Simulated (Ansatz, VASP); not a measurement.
MgO in VASP and in Ansatz

```
Mg O
1.0
     2.10220    2.10220    0.00000
    -2.10220    2.10220    0.00000
     0.11892    0.11892    4.20440
Mg O
2 2
Direct
  0.00000 0.00000 0.00000
  0.50000 0.50000 0.50000
  0.50000 0.50000 0.00000
  0.00000 0.00000 0.50000
```

Alike in both runs: task single point; functional r2SCAN; k mesh 8 × 8 × 6; occupations gaussian, width 0.02 eV; no spin polarisation.

|  | VASP | Ansatz |
| --- | --- | --- |
| version | VASP 6.6.1 | Ansatz 0.2.0 |
| potentials or method | VASP PAW PBE potentials, release 64 (Mg, O), cutoff 520 eV | scalar-relativistic, plane waves, PAW |
| valence electrons in the cell | 16 | 32 |

Ansatz gave:

| Property | Result |
| --- | --- |
| gap on the k mesh at the Fermi level (eV) | 5.51 |
| least direct gap on the mesh (eV) | 5.51 |
| pressure (GPa) | 0.0 |
| traceless stress, the component that is largest in VASP (GPa) | -4.42 |

Task: What did VASP give for the same quantities?

Result: gap on the k mesh at the Fermi level (eV): 5.48; least direct gap on the mesh (eV): 5.48; pressure (GPa): -1.1; traceless stress, the component that is largest in VASP (GPa): -4.45.

VASP's potentials were made for PBE, not for r2SCAN. VASP's potentials hold 16 valence electrons a cell and Ansatz's 32, so a difference there can come from the potentials and not from the codes.
